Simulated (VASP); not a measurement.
# GdO (P-6m2) in VASP: further runs

Aim: see how the results for GdO move with the level of theory and the settings. Levels: PBEsol, RPBE. Tasks: single point.

All numbers are computed with VASP 6.6.1; they aren't measurements. Logs are shortened: lines on timing, memory, paths and dates and some standing lists are left out, and cuts for length are marked.

## 1. The cell of the first run

It takes space group P-6m2 (No. 187, hexagonal). The conventional cell has a = 3.113 Å, b = 3.113 Å, c = 3.038 Å, α = 90.00°, β = 90.00°, γ = 120.00°. Gd (site symmetry -6m2) has 6 O at 2.35 Å and 2 Gd at 3.04 Å within 3.1 Å. Within 3.1 Å of O (site symmetry -6m2) lie 6 Gd at 2.35 Å and 2 O at 3.04 Å.

## 2. Single point, PBEsol, collinear spin, ferromagnetic start

INCAR reads:

```
  PREC = Accurate
  ENCUT = 520
  EDIFF = 1E-6
  ISMEAR = -1
  SIGMA = 0.05
  LREAL = F
  LASPH = T
  NELM = 150
  ALGO = Normal
  ISIF = 2
  LWAVE = F
  LCHARG = F
  ISPIN = 2
  MAGMOM = 7 0
  LORBIT = 11
  LMAXMIX = 6
  GGA = PS
  NBANDS = 23
```

KPOINTS reads:

```
regular mesh
0
Gamma
  6 6 5
```

POSCAR reads:

```
GdO
1.0
    3.1132995800      0.0000000000      0.0000000000
   -1.5566497900      2.6961965200      0.0000000000
    0.0000000000      0.0000000000      3.0384261400
Gd O
1 1
Direct
    0.0000000000      0.0000000000      0.0000000000
    0.6666666667      0.3333333333      0.5000000000
```

Potentials or basis: VASP PAW PBE potentials, release 64 (Gd, O).

Started as:

```sh
$ cat potpaw_PBE.64/Gd/POTCAR potpaw_PBE.64/O/POTCAR > POTCAR
$ mpirun -np 1 vasp_std > vasp.out
```

OUTCAR:

```text
PREC = Accurate
   ENCUT = 520
   EDIFF = 1E-6
   ISMEAR = -1
   LREAL = F
   LASPH = T
   NELM = 150
   ISIF = 2
   ISPIN = 2
   LORBIT = 11
   GGA = PS

 ion  position               nearest neighbor table
   1  0.000  0.000  0.000-   2 2.35   2 2.35   2 2.35   2 2.35   2 2.35   2 2.35
   2  0.667  0.333  0.500-   1 2.35   1 2.35   1 2.35   1 2.35   1 2.35   1 2.35

  LATTYP: Found a hexagonal cell.
 ALAT       =     3.1132995800
 C/A-ratio  =     0.9759504545

  Lattice vectors:

 A1 = (   3.1132995800,   0.0000000000,   0.0000000000)
 A2 = (  -1.5566497900,   2.6961965200,   0.0000000000)
 A3 = (   0.0000000000,   0.0000000000,   3.0384261400)

Analysis of symmetry for initial positions (statically):
=====================================================================
 Subroutine PRICEL returns:
 Original cell was already a primitive cell.

 Routine SETGRP: Setting up the symmetry group for a
 hexagonal supercell.

 Subroutine GETGRP returns: Found 12 space group operations
 (whereof 12 operations were pure point group operations)
 out of a pool of 24 trial point group operations.

The static configuration has the point symmetry D_3h.

Analysis of symmetry for dynamics (positions and initial velocities):
=====================================================================
 Subroutine PRICEL returns:
 Original cell was already a primitive cell.

 Routine SETGRP: Setting up the symmetry group for a
 hexagonal supercell.

 Subroutine GETGRP returns: Found 12 space group operations
 (whereof 12 operations were pure point group operations)
 out of a pool of 24 trial point group operations.

The dynamic configuration has the point symmetry D_3h.

Analysis of structural, dynamic, and magnetic symmetry:
=====================================================================
 Subroutine PRICEL returns:
 Original cell was already a primitive cell.

 Routine SETGRP: Setting up the symmetry group for a
 hexagonal supercell.

 Subroutine GETGRP returns: Found 12 space group operations
 (whereof 12 operations were pure point group operations)
 out of a pool of 24 trial point group operations.

The overall configuration has the point symmetry D_3h.

 Subroutine INISYM returns: Found 12 space group operations
 (whereof 12 operations are pure point group operations),
 and found     1 'primitive' translations

----------------------------------------------------------------------------------------

                                     Primitive cell

  volume of cell :      25.5048

  direct lattice vectors                    reciprocal lattice vectors
     3.113299580  0.000000000  0.000000000     0.321202626  0.185446423  0.000000000
    -1.556649790  2.696196520  0.000000000     0.000000000  0.370892846  0.000000000
     0.000000000  0.000000000  3.038426140     0.000000000  0.000000000  0.329117758

  length of vectors
     3.113299580  3.113299575  3.038426140     0.370892845  0.370892846  0.329117758

  position of ions in fractional coordinates (direct lattice)
     0.000000000  0.000000000  0.000000000
     0.666666667  0.333333333  0.500000000

  ion indices of the primitive-cell ions
   primitive index   ion index
                 1           1
                 2           2

----------------------------------------------------------------------------------------

 KPOINTS: regular mesh

Automatic generation of k-mesh.
 Grid dimensions read from file:
 generate k-points for:    6    6    5

 Generating k-lattice:

  Cartesian coordinates                     Fractional coordinates (reciprocal lattice)
     0.053533771  0.030907737  0.000000000     0.166666667  0.000000000  0.000000000
     0.000000000  0.061815474  0.000000000     0.000000000  0.166666667  0.000000000
     0.000000000  0.000000000  0.065823552     0.000000000  0.000000000  0.200000000

  Length of vectors
     0.061815474  0.061815474  0.065823552

  Shift w.r.t. Gamma in fractional coordinates (k-lattice)
     0.000000000  0.000000000  0.000000000

 Subroutine IBZKPT returns following result:
 ===========================================

 Found     21 irreducible k-points:

 Following reciprocal coordinates:
            Coordinates               Weight
  0.000000  0.000000  0.000000      1.000000
  0.166667  0.000000  0.000000      6.000000
  0.333333  0.000000  0.000000      6.000000
  0.500000 -0.000000  0.000000      3.000000
  0.166667  0.166667  0.000000      6.000000
  0.333333  0.166667  0.000000     12.000000
[... 13 lines left out ...]
  0.333333  0.166667  0.400000     24.000000
  0.333333  0.333333  0.400000      4.000000
   k-points           NKPTS =     21   k-points in BZ     NKDIM =     21   number of bands    NBANDS=     23
   number of dos      NEDOS =    301   number of ions     NIONS =      2
   total plane-waves  NPLWV =  13824
   dimension x,y,z NGX =    24 NGY =   24 NGZ =   24
   dimension x,y,z NGXF=    48 NGYF=   48 NGZF=   48
   ions per type =               1   1
   NGX,Y,Z   is equivalent  to a cutoff of  12.82, 12.82, 13.13 a.u.
   NGXF,Y,Z  is equivalent  to a cutoff of  25.63, 25.63, 26.26 a.u.
 SYSTEM =  unknown system
   PREC   = accura    normal or accurate (medium, high low for compatibility)
   ISTART =      0    job   : 0-new  1-cont  2-samecut
   ICHARG =      2    charge: 1-file 2-atom 10-const
   ISPIN  =      2    spin polarized calculation?
   LNONCOLLINEAR =      F non collinear calculations
   LSORBIT =      F    spin-orbit coupling
   LASPH  =      T    aspherical Exc in radial PAW
   ENCUT  =  520.0 eV  38.22 Ry    6.18 a.u.   5.79  5.79  5.65*2*pi/ulx,y,z
   NELM   =    150;   NELMIN=  2; NELMDL= -5     # of ELM steps
   EDIFF  = 0.1E-05   stopping-criterion for ELM
   LREAL  =      F    real-space projection
   EDIFFG = 0.1E-04   stopping-criterion for IOM
   NSW    =      0    number of steps for IOM
   IBRION =     -1    ionic relax: 0-MD 1-quasi-New 2-CG
   NFREE  =      0    steps in history (QN), initial steepest desc. (CG)
   ISIF   =      2    stress and relaxation
   ISYM   =      2    0-nonsym 1-usesym 2-fastsym
   POTIM  = 0.5000    time-step for ionic-motion
   TEBEG  =    0.0;   TEEND  =   0.0 temperature during run
   PSTRESS=    0.0 pullay stress
   NELECT =      24.0000    total number of electrons
   NUPDOWN=      -1.0000    fix difference up-down
   EMIN   =  10.00;   EMAX   =-10.00  energy-range for DOS
   EFERMI =   0.00;   METHOD = LEGACY
   ISMEAR =    -1;   SIGMA  =   0.05  broadening in eV -4-tet -1-fermi 0-gaus
   EFERMI_NEDOS =   21; number of points for ismear=-14 and -15
   IALGO  =     38    algorithm
   IMIX   =      4    mixing-type and parameters
     AMIX     =   0.40;   BMIX     =  1.00
     AMIX_MAG =   1.60;   BMIX_MAG =  1.00
  volume/ion in A,a.u.               =      12.75        86.06
  Fermi-wavevector in a.u.,A,eV,Ry     =   1.604248  3.031589 35.016116  2.573612
  Thomas-Fermi vector in A             =   2.700783
   LORBIT       =     11    0 simple, 1 ext, 2 COOP (PROOUT), +10 PAW based schemes
   GGA     = PS    functional components
   LHFCALC =     F    Hartree Fock is set to
   AEXX    =    0.0000 exact exchange contribution
   IVDW    =     0    specifies the selected vdW correction
   LEPSILON=     F    determine dielectric tensor
   LRPA    =     F    only Hartree local field effects (RPA)
 spin polarized calculation
  energy-cutoff  :      520.00
  volume of cell :       25.50
 maximum number of plane-waves:       702
 NGX is ok and might be reduce to    24
   NGX = 11   NGY = 11   NGZ = 11

 number of electron      23.9999995 magnetization       7.1213782

 Free energy of the ion-electron system (eV)
  ---------------------------------------------------
  ext. energy  EPLUGINS =         0.00000000
  ---------------------------------------------------
  free energy    TOTEN  =       -22.27913944 eV

  energy without entropy =      -22.26247272  energy(sigma->0) =      -22.27080608

 E-fermi :   6.8661     XC(G=0): -12.8433

 val. band max:        6.8262539867   @ k =   0.1667   0.0000   0.4000
 cond. band min:       6.8706906582   @ k =   0.0000   0.0000   0.4000
 fundamental gap:      0.0444366715
 Fermi energy:         6.8660554828

 spin component 1

 k-point     1 :       0.0000    0.0000    0.0000
  band No.  band energies     occupation
      1     -38.3488      1.00000
      2     -15.1679      1.00000
      3     -14.9204      1.00000
      4     -14.9204      1.00000
      5     -13.5378      1.00000
      6       1.2353      1.00000
[... 15 lines left out ...]
     22      19.2251      0.00000
     23      23.2935      0.00000

 k-point     2 :       0.1667    0.0000    0.0000
  band No.  band energies     occupation
      1     -38.2787      1.00000
      2     -16.0411      1.00000
      3     -15.0728      1.00000
      4     -15.0586      1.00000
      5     -12.7161      1.00000
      6       0.5346      1.00000
[... 15 lines left out ...]
     22      19.9297      0.00000
     23      23.2721      0.00000

 k-point     3 :       0.3333    0.0000    0.0000
  band No.  band energies     occupation
      1     -38.1349      1.00000
      2     -17.3663      1.00000
      3     -15.3220      1.00000
      4     -14.8753      1.00000
      5     -11.9684      1.00000
      6      -0.2832      1.00000
[... 15 lines left out ...]
     22      19.8319      0.00000
     23      24.0854      0.00000
[... 417 lines left out ...]
 k-point    20 :       0.3333    0.1667    0.4000
  band No.  band energies     occupation
      1     -37.9067      1.00000
      2     -16.8003      1.00000
      3     -16.4865      1.00000
      4     -15.5298      1.00000
      5     -12.7571      1.00000
      6      -0.5403      1.00000
[... 15 lines left out ...]
     22      19.7866      0.00000
     23      20.5150      0.00000

 k-point    21 :       0.3333    0.3333    0.4000
  band No.  band energies     occupation
      1     -37.8725      1.00000
      2     -16.4817      1.00000
      3     -16.3257      1.00000
      4     -16.1346      1.00000
      5     -13.0246      1.00000
      6      -1.0703      1.00000
[... 15 lines left out ...]
     22      19.9506      0.00000
     23      22.1014      0.00000
 Fermi energy:         6.8660554828

 spin component 2

 k-point     1 :       0.0000    0.0000    0.0000
  band No.  band energies     occupation
      1     -35.3259      1.00000
      2     -13.4282      1.00000
      3     -12.9238      1.00000
      4     -12.6147      1.00000
      5     -12.6147      1.00000
      6       1.5410      1.00000
[... 15 lines left out ...]
     22      20.2274      0.00000
     23      24.0624      0.00000

 k-point     2 :       0.1667    0.0000    0.0000
  band No.  band energies     occupation
      1     -35.2402      1.00000
      2     -14.6291      1.00000
      3     -12.8040      1.00000
      4     -12.7803      1.00000
      5     -11.7997      1.00000
      6       0.8586      1.00000
[... 15 lines left out ...]
     22      20.8346      0.00000
     23      24.2264      0.00000

 k-point     3 :       0.3333    0.0000    0.0000
  band No.  band energies     occupation
      1     -35.0630      1.00000
      2     -15.9744      1.00000
      3     -13.0921      1.00000
      4     -12.5520      1.00000
      5     -11.1892      1.00000
      6       0.0668      1.00000
[... 15 lines left out ...]
     22      20.6453      0.00000
     23      25.2851      0.00000
[... 417 lines left out ...]
 k-point    20 :       0.3333    0.1667    0.4000
  band No.  band energies     occupation
      1     -34.7846      1.00000
      2     -15.1564      1.00000
      3     -14.4637      1.00000
      4     -13.3446      1.00000
      5     -12.2524      1.00000
      6      -0.2768      1.00000
[... 15 lines left out ...]
     22      20.9844      0.00000
     23      21.6125      0.00000

 k-point    21 :       0.3333    0.3333    0.4000
  band No.  band energies     occupation
      1     -34.7429      1.00000
      2     -14.7228      1.00000
      3     -14.2483      1.00000
      4     -14.0015      1.00000
      5     -12.7126      1.00000
      6      -0.8364      1.00000
[... 15 lines left out ...]
     22      20.9610      0.00000
     23      23.5203      0.00000

------------------------ aborting loop because EDIFF is reached ----------------------------------------

  FORCE on cell =-STRESS in cart. coord.  units (eV):
  Direction    XX          YY          ZZ          XY          YZ          ZX
  --------------------------------------------------------------------------------------
  -------------------------------------------------------------------------------------
  Total        3.9102305      3.9102305      3.4056925     -0.0000000      0.0000000     -0.0000000
  in kB      245.6358806    245.6358795    213.9414206     -0.0000000      0.0000000     -0.0000000
  external PRESSURE =     235.0710603 kB  Pullay stress =       0.0000000 kB

 VOLUME and BASIS-vectors are now :
 -----------------------------------------------------------------------------
  energy-cutoff  :      520.00
  volume of cell :       25.50
      direct lattice vectors                 reciprocal lattice vectors
     3.113299580  0.000000000  0.000000000     0.321202626  0.185446423  0.000000000
    -1.556649790  2.696196520  0.000000000     0.000000000  0.370892846  0.000000000
     0.000000000  0.000000000  3.038426140     0.000000000  0.000000000  0.329117758

 POSITION                                       TOTAL-FORCE (eV/Angst)
 -----------------------------------------------------------------------------------
      0.00000      0.00000      0.00000         0.000000     -0.000000      0.000000
      1.55665      0.89873      1.51921        -0.000000      0.000000      0.000000
 -----------------------------------------------------------------------------------
    total drift:                               -0.000000      0.000000      0.000000

  FREE ENERGIE OF THE ION-ELECTRON SYSTEM (eV)
  ---------------------------------------------------
  free  energy   TOTEN  =       -22.2791394352 eV

  energy  without entropy=      -22.2624727222  energy(sigma->0) =      -22.27080608

 total charge

# of ion       s       p       d       f       tot
--------------------------------------------------
    1        2.032   5.616   0.757   7.075  15.479
    2        1.557   3.472   0.000   0.000   5.029
--------------------------------------------------
tot          3.589   9.088   0.757   7.075  20.509

 magnetization (x)

# of ion       s       p       d       f       tot
--------------------------------------------------
    1       -0.001  -0.056   0.152   6.715   6.809
    2       -0.003  -0.014   0.000   0.000  -0.017
--------------------------------------------------
tot         -0.004  -0.071   0.152   6.715   6.792
```

Run time: 45 s. Hardware: 1 thread of AMD EPYC 7R13 (Zen 3), shared host; peak memory 0.14 GiB.

What came out:

| Quantity | Value |
| --- | --- |
| Free energy | -22.2791 eV |
| Pressure | 23.5 GPa |
| Net moment | 7.12 μB per cell |
| Site moments | Gd +6.81; O -0.02 μB |
| Valence electrons inside the program's atomic spheres | Gd 15.48; O 5.03 |

Levels at points of the mesh, in eV from the Fermi level:
Spin up:
```csv
k point,band 12,band 13,band 14,band 15,band 16,band 17,band 18,band 19,band 20,band 21
"(0.00, 0.00, 0.00)",-4.08,-4.08,-4.05,-3.28,-2.66,0.88,3.65,3.65,6.82,6.82
"(0.50, 0.00, 0.00)",-4.13,-4.06,-3.97,-3.37,-2.12,3.64,5.53,5.55,7.61,7.85
```
Spin down:
```
           k point  band 5  band 6  band 7  band 8  band 9  band 10  band 11  band 12  band 13  band 14
(0.00, 0.00, 0.00)  -19.48   -5.33   -5.33   -4.42   -1.68    -0.27     0.89     0.89     0.89     0.89
(0.50, 0.00, 0.00)  -17.87   -7.03   -5.97   -4.64   -1.26     0.66     0.68     0.93     1.01     1.11
```

Caveat: the k points lie up to 0.41 Å⁻¹ apart; the PAW data sets were made with another functional, which shifts forces and pressure a little; spin-orbit coupling is left out, which moves the levels of the heavy elements; a cell with one magnetic atom can't hold antiferromagnetic order, which such compounds often take; without U or exact exchange the open f shell lies at the Fermi level, which spoils levels, moments and volumes. The state reached can hang on the start; a lower one may exist.

## 3. Single point, RPBE, collinear spin, ferromagnetic start

INCAR reads:

```
SYSTEM = GdO
  ALGO = Normal
  EDIFF = 1E-7
  ENCUT = 520
  GGA = RP
  ISIF = 2
  ISMEAR = -1
  ISPIN = 2
  LASPH = .True.
  LCHARG = .True.
  LELF = .True.
  LMAXMIX = 6
  LORBIT = 11
  LREAL = .False.
  LVHAR = .True.
  LWAVE = .False.
  MAGMOM = 7 0
  NBANDS = 23
  NELM = 150
  PREC = Accurate
  SIGMA = 0.05
```

KPOINTS reads:

```
k-points
0
Gamma
  6 6 5
  0 0 0
```

POSCAR is that of step 2.

Potentials or basis: VASP PAW PBE potentials, release 64 (Gd, O).

Started as:

```sh
$ cat potpaw_PBE.64/Gd/POTCAR potpaw_PBE.64/O/POTCAR > POTCAR
$ mpirun -np 1 vasp_std > vasp.out
```

It took 62 s on 1 thread of AMD EPYC 7R13 (Zen 3), shared host; peak memory 0.14 GiB.

The run converged. Its results:

```yaml
Free_energy: -20.3613 eV
Pressure: 37.9 GPa
Net_moment: 7.53 μB per cell
Site_moments: Gd +7.00; O -0.02 μB
Valence_electrons_inside_the_program's_atomic_spheres: Gd 15.50; O 5.07
```

Stress tensor (GPa, compression positive):
```
37.77  0.00  0.00
 0.00 37.77  0.00
 0.00  0.00 38.29
```

Levels at points of the mesh, in eV from the Fermi level:
Spin up:
```
           k point  band 13  band 14  band 15  band 16  band 17  band 18  band 19  band 20
(0.00, 0.00, 0.00)    -4.42    -4.42    -3.52    -2.90     0.74     3.47     3.47     6.71
(0.50, 0.00, 0.00)    -4.47    -4.32    -3.64    -2.34     3.48     5.40     5.46     7.47
```
Spin down:
```csv
k point,band 4,band 5,band 6,band 7,band 8,band 9,band 10,band 11,band 12,band 13
"(0.00, 0.00, 0.00)",-19.63,-19.63,-5.34,-5.34,-4.45,-1.29,-0.12,0.78,0.78,0.80
"(0.50, 0.00, 0.00)",-19.49,-18.08,-7.00,-5.97,-4.71,-0.90,0.57,0.60,0.85,0.91
```

Caveat: the k points lie up to 0.41 Å⁻¹ apart; the PAW data sets were made with another functional, which shifts forces and pressure a little; spin-orbit coupling is left out, which moves the levels of the heavy elements; a cell with one magnetic atom can't hold antiferromagnetic order, which such compounds often take; without U or exact exchange the open f shell lies at the Fermi level, which spoils levels, moments and volumes.
